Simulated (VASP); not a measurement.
# Y (P6_3/mmc) in VASP: further runs

Runs on Y. Level: PBE. Tasks: single point.

Program: VASP 6.6.1. These are calculated values, not measurements. Logs are shortened: lines on timing, memory, paths and dates and some standing lists are left out, and cuts for length are marked.

### Step 1. The cell of the first run

The structure is hexagonal, space group P6_3/mmc (No. 194). Conventional cell: a = 3.654 Å, b = 3.654 Å, c = 5.699 Å, α = 90.00°, β = 90.00°, γ = 120.00°. Within 4.7 Å of Y (site symmetry -6m2) lie 12 Y at 3.55 to 3.65 Å.

### Step 2. Single point, PBE

The input, INCAR:

```
SYSTEM = Y
PREC     = Accurate       ! precision mode
ENCUT    = 520            ! plane-wave cutoff, eV
EDIFF    = 1E-7           ! SCF threshold, eV
ISMEAR   = -1             ! smearing method
SIGMA    = 0.1            ! smearing width, eV
LREAL    = .FALSE.        ! projectors in reciprocal space
LASPH    = .TRUE.         ! aspherical terms in the spheres
NELM     = 80             ! most SCF steps
ALGO     = Normal         ! electronic algorithm
ISIF     = 2              ! what is computed and relaxed
LWAVE    = .FALSE.        ! write WAVECAR
LCHARG   = .FALSE.        ! write CHGCAR
GGA      = PE             ! functional
NBANDS   = 18             ! bands
```

The input, KPOINTS:

```
Automatic mesh
0
G
  2 2 1
  0 0 0
```

The input, POSCAR:

```
Y
1.0
    3.6535431712      0.0000000000      0.0000000000
   -1.8267715856      3.1640612001      0.0000000000
    0.0000000000      0.0000000000      5.6988610241
Y
2
Direct
    0.3333333333      0.6666666667      0.2500000000
    0.6666666667      0.3333333333      0.7500000000
```

Potentials or basis: VASP PAW PBE potentials, release 64 (Y_sv).

On the command line:

```
> cat potpaw_PBE.64/Y_sv/POTCAR > POTCAR
> mpirun -np 1 vasp_std > vasp.out
```

OUTCAR:

```text
SYSTEM = Y
   PREC = Accurate
   ENCUT = 520
   EDIFF = 1E-7
   ISMEAR = -1
   LREAL = .FALSE.
   LASPH = .TRUE.
   NELM = 80
   ISIF = 2
   GGA = PE

 ion  position               nearest neighbor table
   1  0.333  0.667  0.250-   2 3.55   2 3.55   2 3.55   2 3.55   2 3.55   2 3.55
   2  0.667  0.333  0.750-   1 3.55   1 3.55   1 3.55   1 3.55   1 3.55   1 3.55

  LATTYP: Found a hexagonal cell.
 ALAT       =     3.6535431712
 C/A-ratio  =     1.5598176228

  Lattice vectors:

 A1 = (   3.6535431712,   0.0000000000,   0.0000000000)
 A2 = (  -1.8267715856,   3.1640612001,   0.0000000000)
 A3 = (   0.0000000000,   0.0000000000,   5.6988610241)

Analysis of symmetry for initial positions (statically):
=====================================================================
 Subroutine PRICEL returns:
 Original cell was already a primitive cell.

 Routine SETGRP: Setting up the symmetry group for a
 hexagonal supercell.

 Subroutine GETGRP returns: Found 24 space group operations
 (whereof 12 operations were pure point group operations)
 out of a pool of 24 trial point group operations.

The static configuration has the point symmetry D_3d.
 The point group associated with its full space group is D_6h.

Analysis of symmetry for dynamics (positions and initial velocities):
=====================================================================
 Subroutine PRICEL returns:
 Original cell was already a primitive cell.

 Routine SETGRP: Setting up the symmetry group for a
 hexagonal supercell.

 Subroutine GETGRP returns: Found 24 space group operations
 (whereof 12 operations were pure point group operations)
 out of a pool of 24 trial point group operations.

The dynamic configuration has the point symmetry D_3d.
 The point group associated with its full space group is D_6h.

 Subroutine INISYM returns: Found 24 space group operations
 (whereof 12 operations are pure point group operations),
 and found     1 'primitive' translations

----------------------------------------------------------------------------------------

                                     Primitive cell

  volume of cell :      65.8790

  direct lattice vectors                    reciprocal lattice vectors
     3.653543171  0.000000000  0.000000000     0.273706907  0.158024756  0.000000000
    -1.826771586  3.164061200  0.000000000     0.000000000  0.316049513  0.000000000
     0.000000000  0.000000000  5.698861024     0.000000000  0.000000000  0.175473660

  length of vectors
     3.653543171  3.653543171  5.698861024     0.316049513  0.316049513  0.175473660

  position of ions in fractional coordinates (direct lattice)
     0.333333333  0.666666667  0.250000000
     0.666666667  0.333333333  0.750000000

  ion indices of the primitive-cell ions
   primitive index   ion index
                 1           1
                 2           2

----------------------------------------------------------------------------------------

 KPOINTS: Automatic mesh

Automatic generation of k-mesh.
 Grid dimensions read from file:
 generate k-points for:    2    2    1

 Generating k-lattice:

  Cartesian coordinates                     Fractional coordinates (reciprocal lattice)
     0.136853453  0.079012378  0.000000000     0.500000000  0.000000000  0.000000000
     0.000000000  0.158024756  0.000000000     0.000000000  0.500000000  0.000000000
     0.000000000  0.000000000  0.175473660     0.000000000  0.000000000  1.000000000

  Length of vectors
     0.158024756  0.158024756  0.175473660

  Shift w.r.t. Gamma in fractional coordinates (k-lattice)
     0.000000000  0.000000000  0.000000000

 Subroutine IBZKPT returns following result:
 ===========================================

 Found      2 irreducible k-points:

 Following reciprocal coordinates:
            Coordinates               Weight
  0.000000  0.000000  0.000000      1.000000
  0.500000  0.000000  0.000000      3.000000
   k-points           NKPTS =      2   k-points in BZ     NKDIM =      2   number of bands    NBANDS=     18
   number of dos      NEDOS =    301   number of ions     NIONS =      2
   total plane-waves  NPLWV =  32928
   dimension x,y,z NGX =    28 NGY =   28 NGZ =   42
   dimension x,y,z NGXF=    56 NGYF=   56 NGZF=   84
   ions per type =               2
   NGX,Y,Z   is equivalent  to a cutoff of  12.74, 12.74, 12.25 a.u.
   NGXF,Y,Z  is equivalent  to a cutoff of  25.48, 25.48, 24.50 a.u.
 SYSTEM =  Y
   PREC   = accura    normal or accurate (medium, high low for compatibility)
   ISTART =      0    job   : 0-new  1-cont  2-samecut
   ICHARG =      2    charge: 1-file 2-atom 10-const
   ISPIN  =      1    spin polarized calculation?
   LNONCOLLINEAR =      F non collinear calculations
   LSORBIT =      F    spin-orbit coupling
   LASPH  =      T    aspherical Exc in radial PAW
   ENCUT  =  520.0 eV  38.22 Ry    6.18 a.u.   6.79  6.79 10.60*2*pi/ulx,y,z
   NELM   =     80;   NELMIN=  2; NELMDL= -5     # of ELM steps
   EDIFF  = 0.1E-06   stopping-criterion for ELM
   LREAL  =      F    real-space projection
   EDIFFG = 0.1E-05   stopping-criterion for IOM
   NSW    =      0    number of steps for IOM
   IBRION =     -1    ionic relax: 0-MD 1-quasi-New 2-CG
   NFREE  =      0    steps in history (QN), initial steepest desc. (CG)
   ISIF   =      2    stress and relaxation
   ISYM   =      2    0-nonsym 1-usesym 2-fastsym
   POTIM  = 0.5000    time-step for ionic-motion
   TEBEG  =    0.0;   TEEND  =   0.0 temperature during run
   PSTRESS=    0.0 pullay stress
   NELECT =      22.0000    total number of electrons
   NUPDOWN=      -1.0000    fix difference up-down
   EMIN   =  10.00;   EMAX   =-10.00  energy-range for DOS
   EFERMI =   0.00;   METHOD = LEGACY
   ISMEAR =    -1;   SIGMA  =   0.10  broadening in eV -4-tet -1-fermi 0-gaus
   EFERMI_NEDOS =   21; number of points for ismear=-14 and -15
   IALGO  =     38    algorithm
   IMIX   =      4    mixing-type and parameters
     AMIX     =   0.40;   BMIX     =  1.00
     AMIX_MAG =   1.60;   BMIX_MAG =  1.00
  volume/ion in A,a.u.               =      32.94       222.29
  Fermi-wavevector in a.u.,A,eV,Ry     =   1.135795  2.146342 17.551931  1.290031
  Thomas-Fermi vector in A             =   2.272500
   LORBIT       =      0    0 simple, 1 ext, 2 COOP (PROOUT), +10 PAW based schemes
   GGA     = PE    functional components
   LHFCALC =     F    Hartree Fock is set to
   AEXX    =    0.0000 exact exchange contribution
   IVDW    =     0    specifies the selected vdW correction
   LEPSILON=     F    determine dielectric tensor
   LRPA    =     F    only Hartree local field effects (RPA)
 non-spin polarized calculation
  energy-cutoff  :      520.00
  volume of cell :       65.88
 maximum number of plane-waves:      1782
 NGX is ok and might be reduce to    28
   NGX = 13   NGY = 13   NGZ = 21

 number of electron      22.0000000 magnetization

 Free energy of the ion-electron system (eV)
  ---------------------------------------------------
  ext. energy  EPLUGINS =         0.00000000
  ---------------------------------------------------
  free energy    TOTEN  =       -14.14365511 eV

  energy without entropy =      -14.04556305  energy(sigma->0) =      -14.09460908

 E-fermi :   2.8036     XC(G=0):  -9.4015

 val. band max:        2.1870425342   @ k =   0.5000   0.0000   0.0000
 cond. band min:       2.8719834378   @ k =   0.5000   0.0000   0.0000
 fundamental gap:      0.6849409035
 Fermi energy:         2.8036436211

 k-point     1 :       0.0000    0.0000    0.0000
  band No.  band energies     occupation
      1     -39.6657      2.00000
      2     -39.5912      2.00000
      3     -19.9997      2.00000
      4     -19.4428      2.00000
      5     -19.4428      2.00000
      6     -19.4019      2.00000
[... 10 lines left out ...]
     17       5.7366      0.00000
     18       5.7366      0.00000

 k-point     2 :       0.5000    0.0000    0.0000
  band No.  band energies     occupation
      1     -39.6071      2.00000
      2     -39.5827      2.00000
      3     -19.8069      2.00000
      4     -19.7504      2.00000
      5     -19.7026      2.00000
      6     -19.5573      2.00000
[... 10 lines left out ...]
     17       8.3941      0.00000
     18       8.4911      0.00000

------------------------ aborting loop because EDIFF is reached ----------------------------------------

  FORCE on cell =-STRESS in cart. coord.  units (eV):
  Direction    XX          YY          ZZ          XY          YZ          ZX
  --------------------------------------------------------------------------------------
  -------------------------------------------------------------------------------------
  Total       -3.5823284     -3.5823284     -3.2681071      0.0000000      0.0000000      0.0000000
  in kB      -87.1221931    -87.1221931    -79.4803326      0.0000000      0.0000000      0.0000000
  external PRESSURE =     -84.5749063 kB  Pullay stress =       0.0000000 kB

 VOLUME and BASIS-vectors are now :
 -----------------------------------------------------------------------------
  energy-cutoff  :      520.00
  volume of cell :       65.88
      direct lattice vectors                 reciprocal lattice vectors
     3.653543171  0.000000000  0.000000000     0.273706907  0.158024756  0.000000000
    -1.826771586  3.164061200  0.000000000     0.000000000  0.316049513  0.000000000
     0.000000000  0.000000000  5.698861024     0.000000000  0.000000000  0.175473660

 POSITION                                       TOTAL-FORCE (eV/Angst)
 -----------------------------------------------------------------------------------
     -0.00000      2.10937      1.42472        -0.000000      0.000000      0.000000
      1.82677      1.05469      4.27415         0.000000     -0.000000      0.000000
 -----------------------------------------------------------------------------------
    total drift:                               -0.000000      0.000000     -0.000000

  FREE ENERGIE OF THE ION-ELECTRON SYSTEM (eV)
  ---------------------------------------------------
  free  energy   TOTEN  =       -14.1436551118 eV

  energy  without entropy=      -14.0455630479  energy(sigma->0) =      -14.09460908
```

It took 28 s on 1 thread of Intel Xeon 8259CL, shared host; peak memory 0.17 GiB.

What came out:

```yaml
Free_energy: -14.1437 eV
Pressure: -8.5 GPa
Band_gap_on_the_k_mesh: zero (bands 11 and 12 overlap by 1.02 eV)
```

Stress tensor (GPa, compression positive):
```
-8.71  0.00  0.00
 0.00 -8.71  0.00
 0.00  0.00 -7.95
```

Caveat: the k points lie up to 1.10 Å⁻¹ apart, too coarse for converged energies and pressures of a metal.

### Step 3. Single point, PBE

The input, INCAR:

```
SYSTEM = Y
PREC = Accurate
ENCUT = 520
EDIFF = 1E-6
ISMEAR = -1
SIGMA = 0.1
LREAL = .FALSE.
LASPH = .TRUE.
NELM = 100
ALGO = Normal
ISIF = 2
LWAVE = .FALSE.
LCHARG = .FALSE.
GGA = PE
NBANDS = 18
```

The input, KPOINTS:

```
Automatic mesh
0
G
  3 3 2
  0 0 0
```

POSCAR is that of step 2.

Potentials or basis: VASP PAW PBE potentials, release 64 (Y_sv).

On the command line:

```
> cat potpaw_PBE.64/Y_sv/POTCAR > POTCAR
> mpirun -np 1 vasp_std > vasp.out
```

Run time: 35 s. Hardware: 1 thread of Intel Xeon 8259CL, shared host; peak memory 0.18 GiB.

Results (log left out):

| Quantity | Value |
| --- | --- |
| Free energy | -12.8447 eV |
| Pressure | -0.8 GPa |
| Band gap on the k mesh | zero (bands 11 and 12 overlap by 1.43 eV) |

Stress tensor (GPa, compression positive):
```
-0.82  0.00  0.00
 0.00 -0.82  0.00
 0.00  0.00 -0.64
```

Levels at points of the mesh, in eV from the Fermi level:
| k point | band 6 | band 7 | band 8 | band 9 | band 10 | band 11 | band 12 | band 13 | band 14 | band 15 |
| --- | --- | --- | --- | --- | --- | --- | --- | --- | --- | --- |
| (0.00, 0.00, 0.00) | -22.41 | -22.41 | -22.33 | -4.68 | -1.87 | 0.94 | 1.72 | 1.72 | 2.11 | 2.33 |
| (0.00, 0.00, 0.50) | -22.46 | -22.46 | -22.46 | -3.25 | -3.25 | 0.98 | 0.98 | 1.64 | 1.64 | 1.64 |

Caveat: the k points lie up to 0.66 Å⁻¹ apart, too coarse for converged energies and pressures of a metal.

### Step 4. Single point, PBE

The input, INCAR:

```
PREC = Accurate
ENCUT = 520
EDIFF = 1E-6
ISMEAR = -1
SIGMA = 0.1
LREAL = F
LASPH = T
NELM = 80
ALGO = Normal
ISIF = 2
LWAVE = F
LCHARG = T
GGA = PE
LELF = T
LVHAR = T
NBANDS = 18
```

The input, KPOINTS:

```
regular mesh
0
Gamma
  4 4 2
```

POSCAR is that of step 3.

On the command line:

```
> cat potpaw_PBE.64/Y_sv/POTCAR > POTCAR
> mpirun -np 1 vasp_std > vasp.out
```

Wall time 44 s (1 thread of Intel Xeon 8259CL, shared host); peak memory 0.18 GiB.

It converged, with:

```yaml
Free_energy: -12.8893 eV
Pressure: 0.6 GPa
Band_gap_on_the_k_mesh: zero (bands 11 and 12 overlap by 1.35 eV)
```

Stress tensor (GPa, compression positive):
```
0.34 0.00 0.00
0.00 0.34 0.00
0.00 0.00 1.08
```

Levels at points of the mesh, in eV from the Fermi level:
| k point | band 7 | band 8 | band 9 | band 10 | band 11 | band 12 | band 13 | band 14 |
| --- | --- | --- | --- | --- | --- | --- | --- | --- |
| (0.00, 0.00, 0.00) | -22.51 | -22.47 | -4.77 | -1.93 | 0.83 | 1.65 | 1.65 | 2.00 |
| (0.50, 0.00, 0.00) | -22.63 | -22.56 | -1.76 | -1.26 | -0.89 | -0.21 | 1.33 | 1.35 |
| (0.00, 0.00, 0.50) | -22.55 | -22.55 | -3.32 | -3.32 | 0.89 | 0.89 | 1.56 | 1.56 |
| (0.50, 0.00, 0.50) | -22.62 | -22.62 | -1.73 | -1.73 | -0.01 | -0.01 | 1.29 | 1.29 |

Caveat: the k points lie up to 0.55 Å⁻¹ apart, too coarse for converged energies and pressures of a metal.

### Step 5. Summary

| k mesh | gap on the mesh (eV) | pressure (GPa) |
| --- | --- | --- |
| 2 × 2 × 1 | none | -8.5 |
| 3 × 3 × 2 | none | -0.8 |
| 4 × 4 × 2 | none | 0.6 |

Alike in all rows: task single point; level PBE; potentials or basis VASP PAW PBE potentials, release 64 (Y_sv); no spin polarisation; cell as given; cutoff (eV) 520; smearing fermi-dirac 0.1 eV.

Caveats: all runs use coarse meshes.

Absolute energies hang on the potentials; compare differences alone.
